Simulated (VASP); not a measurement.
# AlMoW3 (I4mm) in VASP: single point with PBE

Aim: the single point of AlMoW3 with PBE.

Program: VASP 6.6.1. These are calculated values, not measurements. Logs are shortened: lines on timing, memory, paths and dates and some standing lists are left out, and cuts for length are marked.

**1. The cell of the first run**

It takes space group I4mm (No. 107, tetragonal). Conventional cell: a = 3.220 Å, b = 3.220 Å, c = 15.298 Å, α = 90.00°, β = 90.00°, γ = 90.00°. Within 3.6 Å of Al (site symmetry 4mm) lie 4 Mo at 2.76 Å and 6 W at 2.77 to 3.01 Å and 4 Al at 3.22 Å. Within 3.5 Å of Mo (site symmetry 4mm) lie 6 W at 2.69 to 3.13 Å and 4 Al at 2.76 Å and 4 Mo at 3.22 Å. Within 3.5 Å of W (site symmetry 4mm) lie 4 Mo at 2.69 Å and 9 W at 2.82 to 3.22 Å and 1 Al at 2.98 Å. W (site symmetry 4mm) has 9 W at 2.69 to 3.22 Å and 4 Al at 2.77 Å and 1 Mo at 3.13 Å within 3.5 Å. Within 3.5 Å of W (site symmetry 4mm) lie 12 W at 2.69 to 3.22 Å and 1 Al at 3.01 Å and 1 Mo at 3.09 Å.

**2. Single point, PBE**

INCAR reads:

```
  PREC = Accurate
  ENCUT = 520
  EDIFF = 1E-7
  ISMEAR = 0
  SIGMA = 0.2
  LREAL = False
  LASPH = True
  NELM = 60
  ALGO = Fast
  ISIF = 2
  LWAVE = False
  LCHARG = False
  GGA = PE
  NBANDS = 38
```

KPOINTS reads:

```
regular mesh
0
Gamma
  7 7 7
```

POSCAR reads:

```
AlMoW3
1.0
   -1.6102104258      1.6102104258      7.6491854368
    1.6102104258     -1.6102104258      7.6491854368
    1.6102104258      1.6102104258     -7.6491854368
Al Mo W
1 1 3
Direct
    0.0006356723      0.0006356723      0.0000000000
    0.6022576558      0.6022576558      0.0000000000
    0.1952808751      0.1952808751      0.0000000000
    0.3977583884      0.3977583884      0.0000000000
    0.8040674084      0.8040674084      0.0000000000
```

Potentials or basis: VASP PAW PBE potentials, release 64 (Al, Mo_sv, W_sv).

Launch:

```bash
$ cat potpaw_PBE.64/Al/POTCAR potpaw_PBE.64/Mo_sv/POTCAR potpaw_PBE.64/W_sv/POTCAR > POTCAR
$ mpirun -np 1 vasp_std > vasp.out
```

OUTCAR:

```text
PREC = Accurate
   ENCUT = 520
   EDIFF = 1E-7
   ISMEAR = 0
   LREAL = False
   LASPH = True
   NELM = 60
   ISIF = 2
   GGA = PE

 ion  position               nearest neighbor table
   1  0.001  0.001  0.000-   2 2.76   2 2.76   2 2.76   2 2.76   4 2.77   4 2.77   4 2.77   4 2.77
                             3 2.98   5 3.01
   2  0.602  0.602  0.000-   3 2.69   3 2.69   3 2.69   3 2.69   1 2.76   1 2.76   1 2.76   1 2.76
                             5 3.09   4 3.13
   3  0.195  0.195  0.000-   2 2.69   2 2.69   2 2.69   2 2.69   5 2.82   5 2.82   5 2.82   5 2.82
                             1 2.98   4 3.10
   4  0.398  0.398  0.000-   5 2.69   5 2.69   5 2.69   5 2.69   1 2.77   1 2.77   1 2.77   1 2.77
                             3 3.10   2 3.13
   5  0.804  0.804  0.000-   4 2.69   4 2.69   4 2.69   4 2.69   3 2.82   3 2.82   3 2.82   3 2.82
                             1 3.01   2 3.09

  LATTYP: Found a body centered tetragonal cell.
 ALAT       =     3.2204208516
 C/A-ratio  =     4.7504259780

  Lattice vectors:

 A1 = (  -1.6102104258,   1.6102104258,   7.6491854368)
 A2 = (   1.6102104258,  -1.6102104258,   7.6491854368)
 A3 = (   1.6102104258,   1.6102104258,  -7.6491854368)

Analysis of symmetry for initial positions (statically):
=====================================================================
 Subroutine PRICEL returns:
 Original cell was already a primitive cell.

 Routine SETGRP: Setting up the symmetry group for a
 body centered tetragonal supercell.

 Subroutine GETGRP returns: Found  8 space group operations
 (whereof  8 operations were pure point group operations)
 out of a pool of 16 trial point group operations.

The static configuration has the point symmetry C_4v.

Analysis of symmetry for dynamics (positions and initial velocities):
=====================================================================
 Subroutine PRICEL returns:
 Original cell was already a primitive cell.

 Routine SETGRP: Setting up the symmetry group for a
 body centered tetragonal supercell.

 Subroutine GETGRP returns: Found  8 space group operations
 (whereof  8 operations were pure point group operations)
 out of a pool of 16 trial point group operations.

The dynamic configuration has the point symmetry C_4v.

 Subroutine INISYM returns: Found  8 space group operations
 (whereof  8 operations are pure point group operations),
 and found     1 'primitive' translations

----------------------------------------------------------------------------------------

                                     Primitive cell

  volume of cell :      79.3305

  direct lattice vectors                    reciprocal lattice vectors
    -1.610210426  1.610210426  7.649185437     0.000000000  0.310518422  0.065366437
     1.610210426 -1.610210426  7.649185437     0.310518422  0.000000000  0.065366437
     1.610210426  1.610210426 -7.649185437     0.310518422  0.310518422  0.000000000

  length of vectors
     7.980951890  7.980951890  7.980951890     0.317323906  0.317323906  0.439139363

  position of ions in fractional coordinates (direct lattice)
     0.000635672  0.000635672  0.000000000
     0.602257656  0.602257656  0.000000000
     0.195280875  0.195280875  0.000000000
     0.397758388  0.397758388  0.000000000
     0.804067408  0.804067408  0.000000000

  ion indices of the primitive-cell ions
   primitive index   ion index
                 1           1
                 2           2
                 3           3
                 4           4
                 5           5

----------------------------------------------------------------------------------------

 KPOINTS: regular mesh

Automatic generation of k-mesh.
 Grid dimensions read from file:
 generate k-points for:    7    7    7

 Generating k-lattice:

  Cartesian coordinates                     Fractional coordinates (reciprocal lattice)
     0.000000000  0.044359775  0.009338062     0.142857143  0.000000000  0.000000000
     0.044359775  0.000000000  0.009338062     0.000000000  0.142857143  0.000000000
     0.044359775  0.044359775  0.000000000     0.000000000  0.000000000  0.142857143

  Length of vectors
     0.045331987  0.045331987  0.062734195

  Shift w.r.t. Gamma in fractional coordinates (k-lattice)
     0.000000000  0.000000000  0.000000000

 Subroutine IBZKPT returns following result:
 ===========================================

 Found     40 irreducible k-points:

 Following reciprocal coordinates:
            Coordinates               Weight
  0.000000  0.000000  0.000000      1.000000
  0.142857  0.000000  0.000000      8.000000
  0.285714  0.000000 -0.000000      8.000000
  0.428571  0.000000 -0.000000      8.000000
  0.142857  0.142857  0.000000      8.000000
  0.285714  0.142857 -0.000000     16.000000
[... 16 lines left out ...]
 -0.142857  0.285714  0.142857      8.000000
 -0.428571  0.428571  0.142857      8.000000
 [... further k-points ...]
   k-points           NKPTS =     40   k-points in BZ     NKDIM =     40   number of bands    NBANDS=     38
   number of dos      NEDOS =    301   number of ions     NIONS =      5
   total plane-waves  NPLWV = 216000
   dimension x,y,z NGX =    60 NGY =   60 NGZ =   60
   dimension x,y,z NGXF=   120 NGYF=  120 NGZF=  120
   ions per type =               1   1   3
   NGX,Y,Z   is equivalent  to a cutoff of  12.50, 12.50, 12.50 a.u.
   NGXF,Y,Z  is equivalent  to a cutoff of  25.00, 25.00, 25.00 a.u.
 SYSTEM =  unknown system
   PREC   = accura    normal or accurate (medium, high low for compatibility)
   ISTART =      0    job   : 0-new  1-cont  2-samecut
   ICHARG =      2    charge: 1-file 2-atom 10-const
   ISPIN  =      1    spin polarized calculation?
   LNONCOLLINEAR =      F non collinear calculations
   LSORBIT =      F    spin-orbit coupling
   LASPH  =      T    aspherical Exc in radial PAW
   ENCUT  =  520.0 eV  38.22 Ry    6.18 a.u.  14.84 14.84 14.84*2*pi/ulx,y,z
   NELM   =     60;   NELMIN=  2; NELMDL= -5     # of ELM steps
   EDIFF  = 0.1E-06   stopping-criterion for ELM
   LREAL  =      F    real-space projection
   EDIFFG = 0.1E-05   stopping-criterion for IOM
   NSW    =      0    number of steps for IOM
   IBRION =     -1    ionic relax: 0-MD 1-quasi-New 2-CG
   NFREE  =      0    steps in history (QN), initial steepest desc. (CG)
   ISIF   =      2    stress and relaxation
   ISYM   =      2    0-nonsym 1-usesym 2-fastsym
   POTIM  = 0.5000    time-step for ionic-motion
   TEBEG  =    0.0;   TEEND  =   0.0 temperature during run
   PSTRESS=    0.0 pullay stress
   NELECT =      59.0000    total number of electrons
   NUPDOWN=      -1.0000    fix difference up-down
   EMIN   =  10.00;   EMAX   =-10.00  energy-range for DOS
   EFERMI =   0.00;   METHOD = LEGACY
   ISMEAR =     0;   SIGMA  =   0.20  broadening in eV -4-tet -1-fermi 0-gaus
   EFERMI_NEDOS =   21; number of points for ismear=-14 and -15
   IALGO  =     68    algorithm
   IMIX   =      4    mixing-type and parameters
     AMIX     =   0.40;   BMIX     =  1.00
     AMIX_MAG =   1.60;   BMIX_MAG =  1.00
  volume/ion in A,a.u.               =      15.87       107.07
  Fermi-wavevector in a.u.,A,eV,Ry     =   1.483242  2.802921 29.932911  2.200007
  Thomas-Fermi vector in A             =   2.596928
   LORBIT       =      0    0 simple, 1 ext, 2 COOP (PROOUT), +10 PAW based schemes
   GGA     = PE    functional components
   LHFCALC =     F    Hartree Fock is set to
   AEXX    =    0.0000 exact exchange contribution
   IVDW    =     0    specifies the selected vdW correction
   LEPSILON=     F    determine dielectric tensor
   LRPA    =     F    only Hartree local field effects (RPA)
 non-spin polarized calculation
 RMM-DIIS sequential band-by-band and
 Gauss-broadening in eV      SIGMA  =   0.20
  energy-cutoff  :      520.00
  volume of cell :       79.33
 maximum number of plane-waves:      2160
   NGX = 29   NGY = 29   NGZ = 29

 number of electron      59.0000001 magnetization

 Free energy of the ion-electron system (eV)
  ---------------------------------------------------
  ext. energy  EPLUGINS =         0.00000000
  ---------------------------------------------------
  free energy    TOTEN  =       -53.54032529 eV

  energy without entropy =      -53.45219554  energy(sigma->0) =      -53.49626042

 E-fermi :  10.5711     XC(G=0): -12.9096

 val. band max:       10.5660145221   @ k =  -0.4286   0.4286   0.0000
 cond. band min:      10.5723142498   @ k =   0.2857   0.1429   0.1429
 fundamental gap:      0.0062997277
 Fermi energy:        10.5710959048

 k-point     1 :       0.0000    0.0000    0.0000
  band No.  band energies     occupation
      1     -63.2819      2.00000
      2     -63.1834      2.00000
      3     -62.9383      2.00000
      4     -49.8347      2.00000
      5     -27.6843      2.00000
      6     -27.6219      2.00000
[... 30 lines left out ...]
     37      13.3589      0.00000
     38      14.2890      0.00000

 k-point     2 :       0.1429    0.0000    0.0000
  band No.  band energies     occupation
      1     -63.2769      2.00000
      2     -63.1818      2.00000
      3     -62.9410      2.00000
      4     -49.8320      2.00000
      5     -27.7348      2.00000
      6     -27.6683      2.00000
[... 30 lines left out ...]
     37      14.3850      0.00000
     38      14.6000      0.00000

 k-point     3 :       0.2857    0.0000   -0.0000
  band No.  band energies     occupation
      1     -63.2654      2.00000
      2     -63.1783      2.00000
      3     -62.9475      2.00000
      4     -49.8258      2.00000
      5     -27.8302      2.00000
      6     -27.7718      2.00000
[... 30 lines left out ...]
     37      13.9540      0.00000
     38      14.9347      0.00000

 k-point     4 :       0.4286    0.0000   -0.0000
  band No.  band energies     occupation
      1     -63.2558      2.00000
      2     -63.1752      2.00000
      3     -62.9530      2.00000
      4     -49.8208      2.00000
      5     -27.8871      2.00000
      6     -27.8600      2.00000
[... 30 lines left out ...]
     37      13.7926      0.00000
     38      14.2469      0.00000
[... 703 lines left out ...]
      4     -49.8178      2.00000
      5     -27.8727      2.00000
      6     -27.8232      2.00000
[... 30 lines left out ...]
     37      13.9916      0.00000
     38      14.3658      0.00000

 k-point    23 :      -0.1429    0.2857    0.1429
  band No.  band energies     occupation
      1     -63.2558      2.00000
      2     -63.1753      2.00000
      3     -62.9531      2.00000
      4     -49.8208      2.00000
      5     -27.8875      2.00000
      6     -27.8591      2.00000
[... 30 lines left out ...]
     37      13.7247      0.00000
     38      14.2423      0.00000

 k-point    24 :      -0.4286    0.4286    0.1429
  band No.  band energies     occupation
      1     -63.2509      2.00000
      2     -63.1709      2.00000
      3     -62.9495      2.00000
      4     -49.8108      2.00000
      5     -27.8725      2.00000
      6     -27.7903      2.00000
[... 30 lines left out ...]
     37      14.3077      0.00000
     38      14.5618      0.00000

 [... further k-points ...]
[... 5 lines left out ...]
  --------------------------------------------------------------------------------------
  -------------------------------------------------------------------------------------
  Total        0.1019500      0.1019500      0.1283773      0.0000000      0.0000000      0.0000000
  in kB        2.0590043      2.0590043      2.5927358      0.0000000      0.0000000      0.0000000
  external PRESSURE =       2.2369148 kB  Pullay stress =       0.0000000 kB

 VOLUME and BASIS-vectors are now :
 -----------------------------------------------------------------------------
  energy-cutoff  :      520.00
  volume of cell :       79.33
      direct lattice vectors                 reciprocal lattice vectors
    -1.610210426  1.610210426  7.649185437     0.000000000  0.310518422  0.065366437
     1.610210426 -1.610210426  7.649185437     0.310518422  0.000000000  0.065366437
     1.610210426  1.610210426 -7.649185437     0.310518422  0.310518422  0.000000000

 POSITION                                       TOTAL-FORCE (eV/Angst)
 -----------------------------------------------------------------------------------
      0.00000      0.00000      0.00972         0.000000      0.000000     -0.011059
      0.00000      0.00000      9.21356         0.000000      0.000000     -0.034422
      0.00000      0.00000      2.98748        -0.000000     -0.000000     -0.009798
      0.00000      0.00000      6.08506        -0.000000     -0.000000      0.031924
      0.00000      0.00000     12.30092        -0.000000     -0.000000      0.023355
 -----------------------------------------------------------------------------------
    total drift:                                0.000000      0.000000     -0.000039

  FREE ENERGIE OF THE ION-ELECTRON SYSTEM (eV)
  ---------------------------------------------------
  free  energy   TOTEN  =       -53.5403252948 eV

  energy  without entropy=      -53.4521955427  energy(sigma->0) =      -53.49626042
```

Wall time 6.6 min (1 thread of Intel Xeon 6975P-C (Granite Rapids), shared host); peak memory 0.54 GiB.

What came out:

```
Free energy   : -53.5403 eV
Pressure      : 0.2 GPa
Largest force : 0.034 eV/Å
```

Forces on the atoms (eV/Å):
```
Al   0.000  0.000 -0.011
Mo   0.000  0.000 -0.034
W    0.000  0.000 -0.010
W    0.000  0.000  0.032
W    0.000  0.000  0.023
```

Levels at points of the mesh, in eV from the Fermi level:
```tsv
k point	band 26	band 27	band 28	band 29	band 30	band 31	band 32	band 33
(0.00, 0.00, 0.00)	-0.82	-0.71	-0.71	-0.47	0.20	1.06	1.06	1.24
```

Caveat: the k points lie up to 0.39 Å⁻¹ apart; spin-orbit coupling is left out, which moves the levels of the heavy elements.
